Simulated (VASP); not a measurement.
# MoS2 in VASP: further runs, part 2 of 3

VASP 6.6.1.

### Step 4. Single point, PBEsol

This run uses another cell than the first one.

INCAR reads:

```
ALGO = Normal
EDIFF = 1E-6
ENCUT = 520
GGA = PS
ISIF = 2
ISMEAR = -1
LASPH = T
LCHARG = F
LREAL = F
LWAVE = F
NBANDS = 20
NELM = 100
PREC = Accurate
SIGMA = 0.1
```

KPOINTS reads:

```
k-points
0
Gamma
  8 8 2
```

POSCAR reads:

```
MoS2
1.0
    3.2052175682      0.0000000000      0.0000000000
   -1.6026037510      2.7757923203      0.0000000000
    0.0000000000      0.0000000000     17.4494020211
Mo S
1 2
Direct
    0.0000000000      0.0000000000      0.0000000000
    0.3333333333      0.6666666667      0.0894900000
    0.3333333333      0.6666666667      0.9105100000
```

Potentials or basis: VASP PAW PBE potentials, release 64 (Mo_sv, S).

Run with:

```bash
cat potpaw_PBE.64/Mo_sv/POTCAR potpaw_PBE.64/S/POTCAR > POTCAR
mpirun -np 1 vasp_std > vasp.out
```

OUTCAR:

```text
EDIFF = 1E-6
   ENCUT = 520
   GGA = PS
   ISIF = 2
   ISMEAR = -1
   LASPH = T
   LREAL = F
   NELM = 100
   PREC = Accurate

 ion  position               nearest neighbor table
   1  0.000  0.000  0.000-   2 2.42   3 2.42   2 2.42   3 2.42   2 2.42   3 2.42
   2  0.333  0.667  0.089-   1 2.42   1 2.42   1 2.42
   3  0.333  0.667  0.911-   1 2.42   1 2.42   1 2.42

  LATTYP: Found a hexagonal cell.
 ALAT       =     3.2052175682
 C/A-ratio  =     5.4440616432

  Lattice vectors:

 A1 = (   3.2052175682,   0.0000000000,   0.0000000000)
 A2 = (  -1.6026037510,   2.7757923203,   0.0000000000)
 A3 = (   0.0000000000,   0.0000000000,  17.4494020211)

Analysis of symmetry for initial positions (statically):
=====================================================================
 Subroutine PRICEL returns:
 Original cell was already a primitive cell.

 Routine SETGRP: Setting up the symmetry group for a
 hexagonal supercell.

 Subroutine GETGRP returns: Found 12 space group operations
 (whereof 12 operations were pure point group operations)
 out of a pool of 24 trial point group operations.

The static configuration has the point symmetry D_3h.

Analysis of symmetry for dynamics (positions and initial velocities):
=====================================================================
 Subroutine PRICEL returns:
 Original cell was already a primitive cell.

 Routine SETGRP: Setting up the symmetry group for a
 hexagonal supercell.

 Subroutine GETGRP returns: Found 12 space group operations
 (whereof 12 operations were pure point group operations)
 out of a pool of 24 trial point group operations.

The dynamic configuration has the point symmetry D_3h.

 Subroutine INISYM returns: Found 12 space group operations
 (whereof 12 operations are pure point group operations),
 and found     1 'primitive' translations

----------------------------------------------------------------------------------------

                                     Primitive cell

  volume of cell :     155.2476

  direct lattice vectors                    reciprocal lattice vectors
     3.205217568  0.000000000  0.000000000     0.311991301  0.180128184  0.000000000
    -1.602603751  2.775792320  0.000000000     0.000000000  0.360257499  0.000000000
     0.000000000  0.000000000 17.449402021     0.000000000  0.000000000  0.057308554

  length of vectors
     3.205217568  3.205208541 17.449402021     0.360256485  0.360257499  0.057308554

  position of ions in fractional coordinates (direct lattice)
     0.000000000  0.000000000  0.000000000
     0.333333333  0.666666667  0.089490000
     0.333333333  0.666666667  0.910510000

  ion indices of the primitive-cell ions
   primitive index   ion index
                 1           1
                 2           2
                 3           3

----------------------------------------------------------------------------------------

 KPOINTS: k-points

Automatic generation of k-mesh.
 Grid dimensions read from file:
 generate k-points for:    8    8    2

 Generating k-lattice:

  Cartesian coordinates                     Fractional coordinates (reciprocal lattice)
     0.038998913  0.022516023  0.000000000     0.125000000  0.000000000  0.000000000
     0.000000000  0.045032187  0.000000000     0.000000000  0.125000000  0.000000000
     0.000000000  0.000000000  0.028654277     0.000000000  0.000000000  0.500000000

  Length of vectors
     0.045032061  0.045032187  0.028654277

  Shift w.r.t. Gamma in fractional coordinates (k-lattice)
     0.000000000  0.000000000  0.000000000

 Subroutine IBZKPT returns following result:
 ===========================================

 Found     20 irreducible k-points:

 Following reciprocal coordinates:
            Coordinates               Weight
  0.000000  0.000000  0.000000      1.000000
  0.125000  0.000000  0.000000      6.000000
  0.250000  0.000000  0.000000      6.000000
  0.375000  0.000000  0.000000      6.000000
  0.500000  0.000000  0.000000      3.000000
  0.125000  0.125000  0.000000      6.000000
[... 12 lines left out ...]
  0.250000  0.250000  0.500000      6.000000
  0.375000  0.250000  0.500000      6.000000
   k-points           NKPTS =     20   k-points in BZ     NKDIM =     20   number of bands    NBANDS=     20
   number of dos      NEDOS =    301   number of ions     NIONS =      3
   total plane-waves  NPLWV =  80640
   dimension x,y,z NGX =    24 NGY =   24 NGZ =  140
   dimension x,y,z NGXF=    48 NGYF=   48 NGZF=  280
   ions per type =               1   2
   NGX,Y,Z   is equivalent  to a cutoff of  12.45, 12.45, 13.34 a.u.
   NGXF,Y,Z  is equivalent  to a cutoff of  24.90, 24.90, 26.68 a.u.
 SYSTEM =  unknown system
   PREC   = accura    normal or accurate (medium, high low for compatibility)
   ISTART =      0    job   : 0-new  1-cont  2-samecut
   ICHARG =      2    charge: 1-file 2-atom 10-const
   ISPIN  =      1    spin polarized calculation?
   LNONCOLLINEAR =      F non collinear calculations
   LSORBIT =      F    spin-orbit coupling
   LASPH  =      T    aspherical Exc in radial PAW
   ENCUT  =  520.0 eV  38.22 Ry    6.18 a.u.   5.96  5.96 32.44*2*pi/ulx,y,z
   NELM   =    100;   NELMIN=  2; NELMDL= -5     # of ELM steps
   EDIFF  = 0.1E-05   stopping-criterion for ELM
   LREAL  =      F    real-space projection
   EDIFFG = 0.1E-04   stopping-criterion for IOM
   NSW    =      0    number of steps for IOM
   IBRION =     -1    ionic relax: 0-MD 1-quasi-New 2-CG
   NFREE  =      0    steps in history (QN), initial steepest desc. (CG)
   ISIF   =      2    stress and relaxation
   ISYM   =      2    0-nonsym 1-usesym 2-fastsym
   POTIM  = 0.5000    time-step for ionic-motion
   TEBEG  =    0.0;   TEEND  =   0.0 temperature during run
   PSTRESS=    0.0 pullay stress
   NELECT =      26.0000    total number of electrons
   NUPDOWN=      -1.0000    fix difference up-down
   EMIN   =  10.00;   EMAX   =-10.00  energy-range for DOS
   EFERMI =   0.00;   METHOD = LEGACY
   ISMEAR =    -1;   SIGMA  =   0.10  broadening in eV -4-tet -1-fermi 0-gaus
   EFERMI_NEDOS =   21; number of points for ismear=-14 and -15
   IALGO  =     38    algorithm
   IMIX   =      4    mixing-type and parameters
     AMIX     =   0.40;   BMIX     =  1.00
     AMIX_MAG =   1.60;   BMIX_MAG =  1.00
  volume/ion in A,a.u.               =      51.75       349.22
  Fermi-wavevector in a.u.,A,eV,Ry     =   0.902383  1.705257 11.079159  0.814295
  Thomas-Fermi vector in A             =   2.025580
   LORBIT       =      0    0 simple, 1 ext, 2 COOP (PROOUT), +10 PAW based schemes
   GGA     = PS    functional components
   LHFCALC =     F    Hartree Fock is set to
   AEXX    =    0.0000 exact exchange contribution
   IVDW    =     0    specifies the selected vdW correction
   LEPSILON=     F    determine dielectric tensor
   LRPA    =     F    only Hartree local field effects (RPA)
 non-spin polarized calculation
  energy-cutoff  :      520.00
  volume of cell :      155.25
 maximum number of plane-waves:      4226
 NGX is ok and might be reduce to    24
   NGX = 11   NGY = 11   NGZ = 65

 number of electron      26.0000007 magnetization

 Free energy of the ion-electron system (eV)
  ---------------------------------------------------
  ext. energy  EPLUGINS =         0.00000000
  ---------------------------------------------------
  free energy    TOTEN  =       -23.37626569 eV

  energy without entropy =      -23.37620531  energy(sigma->0) =      -23.37623550

 E-fermi :  -0.7083     XC(G=0):  -4.3643

 val. band max:       -1.5271195896   @ k =   0.0000   0.0000   0.0000
 cond. band min:       0.2027617632   @ k =   0.3750   0.2500   0.5000
 fundamental gap:      1.7298813528
 Fermi energy:        -0.7082946012

 k-point     1 :       0.0000    0.0000    0.0000
  band No.  band energies     occupation
      1     -62.3611      2.00000
      2     -36.5215      2.00000
      3     -36.3313      2.00000
      4     -36.3313      2.00000
      5     -15.5590      2.00000
      6     -14.2544      2.00000
[... 12 lines left out ...]
     19       4.2410      0.00000
     20       4.5088      0.00000
[... 415 lines left out ...]
 k-point    20 :       0.3750    0.2500    0.5000
  band No.  band energies     occupation
      1     -62.3231      2.00000
      2     -36.6196      2.00000
      3     -36.5183      2.00000
      4     -36.4448      2.00000
      5     -13.5222      2.00000
      6     -13.3986      2.00000
[... 12 lines left out ...]
     19       6.5606      0.00000
     20       7.8427      0.00000

------------------------ aborting loop because EDIFF is reached ----------------------------------------

  FORCE on cell =-STRESS in cart. coord.  units (eV):
  Direction    XX          YY          ZZ          XY          YZ          ZX
  --------------------------------------------------------------------------------------
  -------------------------------------------------------------------------------------
  Total       -2.3180483     -2.3180357     -1.4581324     -0.0000042      0.0000000     -0.0000000
  in kB      -23.9225806    -23.9224510    -15.0481295     -0.0000434      0.0000000     -0.0000000
  external PRESSURE =     -20.9643870 kB  Pullay stress =       0.0000000 kB

 VOLUME and BASIS-vectors are now :
 -----------------------------------------------------------------------------
  energy-cutoff  :      520.00
  volume of cell :      155.25
      direct lattice vectors                 reciprocal lattice vectors
     3.205217568  0.000000000  0.000000000     0.311991301  0.180128184  0.000000000
    -1.602603751  2.775792320  0.000000000     0.000000000  0.360257499  0.000000000
     0.000000000  0.000000000 17.449402021     0.000000000  0.000000000  0.057308554

 POSITION                                       TOTAL-FORCE (eV/Angst)
 -----------------------------------------------------------------------------------
      0.00000      0.00000      0.00000        -0.000000     -0.000000      0.000000
      0.00000      1.85053      1.56155         0.000000      0.000000     -0.459212
      0.00000      1.85053     15.88786         0.000000      0.000000      0.459212
 -----------------------------------------------------------------------------------
    total drift:                               -0.000048     -0.000073     -0.000000

  FREE ENERGIE OF THE ION-ELECTRON SYSTEM (eV)
  ---------------------------------------------------
  free  energy   TOTEN  =       -23.3762656943 eV

  energy  without entropy=      -23.3762053145  energy(sigma->0) =      -23.37623550
```

It took 56 s on 1 thread of AMD EPYC 9R45 (Zen 5), shared host; peak memory 0.25 GiB.

Results:

| Item | Value |
| --- | --- |
| Free energy | -23.3763 eV |
| Largest force | 0.459 eV/Å |
| Band gap on the k mesh | 1.73 eV (least direct gap 1.93 eV) |

Forces on the atoms (eV/Å):
```
Mo   0.000  0.000  0.000
S    0.000  0.000 -0.459
S    0.000  0.000  0.459
```

Caveat: there is no dipole correction, which matters where the two faces differ; the PAW data sets were made with another functional, which shifts forces and pressure a little.

(Part 2 of 3 ends here.)
